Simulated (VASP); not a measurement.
## TeAs2: single point with PBE

The system is TeAs2.

```
CELL_PARAMETERS angstrom
-3.55645 3.55645 2.94052
3.55645 -3.55645 2.94052
3.55645 3.55645 -2.94052
ATOMIC_POSITIONS crystal
Te 0.75000 0.25000 0.50000
Te 0.00000 0.00000 0.00000
As 0.37500 0.62500 0.25000
As 0.37500 0.12500 0.75000
As 0.37500 0.62500 0.75000
As 0.87500 0.62500 0.25000
```

| Item | Value |
| --- | --- |
| Program | VASP 6.6.1 |
| Task | single point |
| Functional | PBE |
| Potentials or basis | VASP PAW PBE potentials, release 64 (Te, As) |
| Cutoff | 520 eV |
| k mesh | 4 × 4 × 4 |
| Occupations | gaussian, width 0.1 eV |
| Spin | no spin polarisation |
| Dipole correction | no |
| Further INCAR settings | ALGO = Normal; EDIFF = 1e-06; NBANDS = 25 |

* Pressure: -1.4 GPa
* Band gap on the k mesh: zero (bands 16 and 17 overlap by 0.49 eV)

Stress tensor (GPa, compression positive):
```
-1.09  0.00  0.00
 0.00 -1.09  0.00
 0.00  0.00 -2.01
```

Levels at points of the mesh, in eV from the Fermi level:
```
           k point  band 14  band 15  band 16  band 17  band 18  band 19
(0.00, 0.00, 0.00)    -2.03    -2.03    -0.66     1.75     3.08     3.08
(0.50, 0.00, 0.00)    -0.79    -0.24    -0.22    -0.06     0.20     1.44
(0.50, 0.50, 0.00)    -1.01    -0.94    -0.94    -0.16    -0.16     2.05
(0.50, 0.50, 0.50)    -0.63     0.19     0.19     0.26     0.26     0.80
```

Run time: 34 s on 1 thread of Intel(R) Xeon(R) 6975P-C (Granite Rapids), on a shared host, peak memory 0.32 GiB.

Caveat: spin-orbit coupling is left out, which moves the levels of the heavy elements.
